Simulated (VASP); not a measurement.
# PbO2 (Plattnerite) (P1) in VASP: single point with PBE+D3(BJ)

Aim: the single point of PbO2 (Plattnerite) with PBE+D3(BJ).

Everything below comes from runs of VASP 6.6.1. Logs are shortened: lines on timing, memory, paths and dates and some standing lists are left out, and cuts for length are marked.

## Step 1: The cell of the first run

The typed cell holds 6 atoms: a = 4.958 Å, b = 4.958 Å, c = 3.388 Å, α = 90.00°, β = 90.00°, γ = 90.00°.

## Step 2: Single point, PBE+D3(BJ)

File INCAR:

```
ALGO     = Normal         # electronic algorithm
EDIFF    = 1E-6           # SCF threshold, eV
ENCUT    = 520            # plane-wave cutoff, eV
GGA      = PE             # functional
GGA_COMPAT= False        
ISIF     = 2              # what is computed and relaxed
ISMEAR   = 0              # smearing method
IVDW     = 12             # dispersion correction
LASPH    = True           # aspherical terms in the spheres
LCHARG   = False          # write CHGCAR
LREAL    = False          # projectors in reciprocal space
LWAVE    = False          # write WAVECAR
NBANDS   = 35             # bands
NELM     = 120            # most SCF steps
PREC     = Accurate       # precision mode
SIGMA    = 0.01           # smearing width, eV
```

File KPOINTS:

```
Automatic mesh
0
Gamma
  1 1 2
  0 0 0.5
```

File POSCAR:

```
PbO2
1.0
    4.9577000000      0.0000000000      0.0000000000
    0.0000000000      4.9577000000      0.0000000000
    0.0000000000      0.0000000000      3.3879000000
Pb O
2 4
Direct
    0.0044611413     -0.0097595659      0.0092080640
    0.4923553261      0.5039425540      0.4861648809
    0.3151697360      0.3246721262      0.0065568641
    0.1984343546      0.8246315832      0.4998282122
    0.6822685923      0.7076474978      0.0106871513
    0.8453585332      0.2183841297      0.5428507335
```

Potentials or basis: VASP PAW PBE potentials, release 64 (Pb_d, O).

On the command line:

```sh
> cat potpaw_PBE.64/Pb_d/POTCAR potpaw_PBE.64/O/POTCAR > POTCAR
> mpirun -np 1 vasp_std > vasp.out
```

OUTCAR:

```text
EDIFF = 1E-6
   ENCUT = 520
   GGA = PE
   ISIF = 2
   ISMEAR = 0
   IVDW = 12
   LASPH = True
   LREAL = False
   NELM = 120
   PREC = Accurate
 IVDW          = 12

 ion  position               nearest neighbor table
   1  0.004  0.990  0.009-   4 2.09   6 2.10   5 2.12   4 2.14   3 2.26   6 2.27   2 3.78   2 3.85
                             2 3.86   2 3.87   2 3.92   2 3.93   2 3.94   2 4.01
   2  0.492  0.504  0.486-   3 2.05   5 2.12   4 2.16   3 2.16   5 2.25   6 2.26   1 3.78   1 3.85
                             1 3.86   1 3.87   1 3.92   1 3.93   1 3.94   1 4.01
   3  0.315  0.325  0.007-   2 2.05   2 2.16   1 2.26
   4  0.198  0.825  0.500-   1 2.09   1 2.14   2 2.16
   5  0.682  0.708  0.011-   2 2.12   1 2.12   2 2.25
   6  0.845  0.218  0.543-   1 2.10   2 2.26   1 2.27

  LATTYP: Found a simple tetragonal cell.
 ALAT       =     4.9577000000
 C/A-ratio  =     0.6833612361

  Lattice vectors:

 A1 = (   4.9577000000,   0.0000000000,   0.0000000000)
 A2 = (   0.0000000000,   4.9577000000,   0.0000000000)
 A3 = (   0.0000000000,   0.0000000000,   3.3879000000)

Analysis of symmetry for initial positions (statically):
=====================================================================
 Subroutine PRICEL returns:
 Original cell was already a primitive cell.

 Routine SETGRP: Setting up the symmetry group for a
 simple tetragonal supercell.

 Subroutine GETGRP returns: Found  1 space group operations
 (whereof  1 operations were pure point group operations)
 out of a pool of 16 trial point group operations.

The static configuration has the point symmetry C_1 .

Analysis of symmetry for dynamics (positions and initial velocities):
=====================================================================
 Subroutine PRICEL returns:
 Original cell was already a primitive cell.

 Routine SETGRP: Setting up the symmetry group for a
 simple tetragonal supercell.

 Subroutine GETGRP returns: Found  1 space group operations
 (whereof  1 operations were pure point group operations)
 out of a pool of 16 trial point group operations.

The dynamic configuration has the point symmetry C_1 .

 Subroutine INISYM returns: Found  1 space group operations
 (whereof  1 operations are pure point group operations),
 and found     1 'primitive' translations

----------------------------------------------------------------------------------------

                                     Primitive cell

  volume of cell :      83.2705

  direct lattice vectors                    reciprocal lattice vectors
     4.957700000  0.000000000  0.000000000     0.201706436  0.000000000  0.000000000
     0.000000000  4.957700000  0.000000000     0.000000000  0.201706436  0.000000000
     0.000000000  0.000000000  3.387900000     0.000000000  0.000000000  0.295168098

  length of vectors
     4.957700000  4.957700000  3.387900000     0.201706436  0.201706436  0.295168098

  position of ions in fractional coordinates (direct lattice)
     0.004461141  0.990240434  0.009208064
     0.492355326  0.503942554  0.486164881
     0.315169736  0.324672126  0.006556864
     0.198434355  0.824631583  0.499828212
     0.682268592  0.707647498  0.010687151
     0.845358533  0.218384130  0.542850734

  ion indices of the primitive-cell ions
   primitive index   ion index
                 1           1
                 2           2
                 3           3
                 4           4
                 5           5
                 6           6

----------------------------------------------------------------------------------------

 KPOINTS: Automatic mesh

Automatic generation of k-mesh.
 Grid dimensions read from file:
 generate k-points for:    1    1    2

 Generating k-lattice:

  Cartesian coordinates                     Fractional coordinates (reciprocal lattice)
     0.201706436  0.000000000  0.000000000     1.000000000  0.000000000  0.000000000
     0.000000000  0.201706436  0.000000000     0.000000000  1.000000000  0.000000000
     0.000000000  0.000000000  0.147584049     0.000000000  0.000000000  0.500000000

  Length of vectors
     0.201706436  0.201706436  0.147584049

  Shift w.r.t. Gamma in fractional coordinates (k-lattice)
     0.000000000  0.000000000  0.500000000

 Subroutine IBZKPT returns following result:
 ===========================================

 Found      1 irreducible k-points:

 Following reciprocal coordinates:
            Coordinates               Weight
  0.000000  0.000000  0.250000      2.000000
   k-points           NKPTS =      1   k-points in BZ     NKDIM =      1   number of bands    NBANDS=     35
   number of dos      NEDOS =    301   number of ions     NIONS =      6
   total plane-waves  NPLWV =  44800
   dimension x,y,z NGX =    40 NGY =   40 NGZ =   28
   dimension x,y,z NGXF=    80 NGYF=   80 NGZF=   56
   ions per type =               2   4
   NGX,Y,Z   is equivalent  to a cutoff of  13.41, 13.41, 13.74 a.u.
   NGXF,Y,Z  is equivalent  to a cutoff of  26.83, 26.83, 27.48 a.u.
 SYSTEM =  unknown system
   PREC   = accura    normal or accurate (medium, high low for compatibility)
   ISTART =      0    job   : 0-new  1-cont  2-samecut
   ICHARG =      2    charge: 1-file 2-atom 10-const
   ISPIN  =      1    spin polarized calculation?
   LNONCOLLINEAR =      F non collinear calculations
   LSORBIT =      F    spin-orbit coupling
   LASPH  =      T    aspherical Exc in radial PAW
   ENCUT  =  520.0 eV  38.22 Ry    6.18 a.u.   9.22  9.22  6.30*2*pi/ulx,y,z
   NELM   =    120;   NELMIN=  2; NELMDL= -5     # of ELM steps
   EDIFF  = 0.1E-05   stopping-criterion for ELM
   LREAL  =      F    real-space projection
   EDIFFG = 0.1E-04   stopping-criterion for IOM
   NSW    =      0    number of steps for IOM
   IBRION =     -1    ionic relax: 0-MD 1-quasi-New 2-CG
   NFREE  =      0    steps in history (QN), initial steepest desc. (CG)
   ISIF   =      2    stress and relaxation
   ISYM   =      2    0-nonsym 1-usesym 2-fastsym
   POTIM  = 0.5000    time-step for ionic-motion
   TEBEG  =    0.0;   TEEND  =   0.0 temperature during run
   PSTRESS=    0.0 pullay stress
   NELECT =      52.0000    total number of electrons
   NUPDOWN=      -1.0000    fix difference up-down
   EMIN   =  10.00;   EMAX   =-10.00  energy-range for DOS
   EFERMI =   0.00;   METHOD = LEGACY
   ISMEAR =     0;   SIGMA  =   0.01  broadening in eV -4-tet -1-fermi 0-gaus
   EFERMI_NEDOS =   21; number of points for ismear=-14 and -15
   IALGO  =     38    algorithm
   IMIX   =      4    mixing-type and parameters
     AMIX     =   0.40;   BMIX     =  1.00
     AMIX_MAG =   1.60;   BMIX_MAG =  1.00
  volume/ion in A,a.u.               =      13.88        93.66
  Fermi-wavevector in a.u.,A,eV,Ry     =   1.399305  2.644302 26.640933  1.958053
  Thomas-Fermi vector in A             =   2.522377
   LORBIT       =      0    0 simple, 1 ext, 2 COOP (PROOUT), +10 PAW based schemes
   GGA     = PE    functional components
   LHFCALC =     F    Hartree Fock is set to
   AEXX    =    0.0000 exact exchange contribution
   IVDW    =    12    specifies the selected vdW correction
   LEPSILON=     F    determine dielectric tensor
   LRPA    =     F    only Hartree local field effects (RPA)
 non-spin polarized calculation
 Gauss-broadening in eV      SIGMA  =   0.01
  energy-cutoff  :      520.00
  volume of cell :       83.27
 maximum number of plane-waves:      2237
 NGX is ok and might be reduce to    40
   NGX = 19   NGY = 19   NGZ = 13

 number of electron      52.0000002 magnetization

 Free energy of the ion-electron system (eV)
  ---------------------------------------------------
  ext. energy  EPLUGINS =         0.00000000
  ---------------------------------------------------
  free energy    TOTEN  =       -31.86994298 eV

  energy without entropy =      -31.86994298  energy(sigma->0) =      -31.86994298

 E-fermi :   4.2619     XC(G=0): -10.7211

 val. band max:        4.1887412956   @ k =   0.0000   0.0000   0.2500
 cond. band min:       6.3316711111   @ k =   0.0000   0.0000   0.2500
 fundamental gap:      2.1429298155
 Fermi energy:         4.2619060710

 k-point     1 :       0.0000    0.0000    0.2500
  band No.  band energies     occupation
      1     -13.8167      2.00000
      2     -13.6547      2.00000
      3     -13.1315      2.00000
      4     -12.8560      2.00000
      5     -10.8941      2.00000
      6     -10.7339      2.00000
      7     -10.6291      2.00000
      8     -10.5545      2.00000
      9     -10.5470      2.00000
     10     -10.5151      2.00000
     11     -10.5001      2.00000
     12      -9.6565      2.00000
     13      -9.6104      2.00000
     14      -8.9311      2.00000
     15      -3.7396      2.00000
     16      -0.7962      2.00000
     17       0.7914      2.00000
     18       1.4941      2.00000
     19       1.6062      2.00000
     20       2.2121      2.00000
     21       2.3105      2.00000
     22       2.5440      2.00000
     23       2.6393      2.00000
     24       3.7122      2.00000
     25       3.8525      2.00000
     26       4.1887      2.00000
     27       6.3317      0.00000
     28       8.8930      0.00000
     29      12.0999      0.00000
     30      12.2420      0.00000
     31      12.6423      0.00000
     32      14.9540      0.00000
     33      15.1983      0.00000
     34      15.5001      0.00000
     35      16.3185      0.00000

------------------------ aborting loop because EDIFF is reached ----------------------------------------

 Edisp (eV)   -1.30011

 E8    (eV) :    -0.5528

  FORCE on cell =-STRESS in cart. coord.  units (eV):
  Direction    XX          YY          ZZ          XY          YZ          ZX
  --------------------------------------------------------------------------------------
  -------------------------------------------------------------------------------------
  Total       5.79568     5.50186    -0.07743     0.42563    -0.11495     0.40816
  in kB     111.51257   105.85922    -1.48978     8.18944    -2.21173     7.85334
  external pressure =       71.96 kB  Pullay stress =        0.00 kB

 VOLUME and BASIS-vectors are now :
 -----------------------------------------------------------------------------
  energy-cutoff  :      520.00
  volume of cell :       83.27
      direct lattice vectors                 reciprocal lattice vectors
     4.957700000  0.000000000  0.000000000     0.201706436  0.000000000  0.000000000
     0.000000000  4.957700000  0.000000000     0.000000000  0.201706436  0.000000000
     0.000000000  0.000000000  3.387900000     0.000000000  0.000000000  0.295168098

 POSITION                                       TOTAL-FORCE (eV/Angst)
 -----------------------------------------------------------------------------------
      0.02212      4.90932      0.03120        -0.351876      1.165503      0.422844
      2.44095      2.49840      1.64708         1.211434     -0.311250      1.456197
      1.56252      1.60963      0.02221        -0.617976     -0.795849     -0.657382
      0.98378      4.08828      1.69337         0.379158     -0.259601      0.267592
      3.38248      3.50830      0.03621        -0.171245     -0.101368     -0.467530
      4.19103      1.08268      1.83912        -0.449495      0.302565     -1.021722
 -----------------------------------------------------------------------------------
    total drift:                                0.000144      0.000170      0.000220

  FREE ENERGIE OF THE ION-ELECTRON SYSTEM (eV)
  ---------------------------------------------------
  free  energy   TOTEN  =       -33.1700528770 eV

  energy  without entropy=      -33.1700528770  energy(sigma->0) =      -33.17005288
```

Wall time 5.7 s (1 thread of Intel Xeon 6975P-C (Granite Rapids), shared host); peak memory 0.2 GiB.

What came out:

```yaml
Free_energy: -33.1701 eV
Pressure: 7.2 GPa
Largest_force: 1.920 eV/Å
Band_gap_on_the_k_mesh: 2.14 eV
Dispersion_energy_per_atom: -0.217 eV
```

Forces in eV/Å, atoms in the order of the input:
```
Pb  -0.352  1.166  0.423
Pb   1.211 -0.311  1.456
O   -0.618 -0.796 -0.657
O    0.379 -0.260  0.268
O   -0.171 -0.101 -0.468
O   -0.449  0.303 -1.022
```

Stress tensor (GPa, compression positive):
```
11.15  0.82  0.79
 0.82 10.59 -0.22
 0.79 -0.22 -0.15
```

Levels at points of the mesh, in eV from the valence-band top:
```tsv
k point	band 23	band 24	band 25	band 26	band 27	band 28	band 29	band 30
(0.00, 0.00, 0.25)	-1.55	-0.48	-0.34	0.00	2.14	4.70	7.91	8.05
```

Caveat: the k points lie up to 1.27 Å⁻¹ apart; spin-orbit coupling is left out, which moves the levels of the heavy elements; forces of over 1 eV/Å act on the atoms, so gaps and moduli don't describe the material at rest.
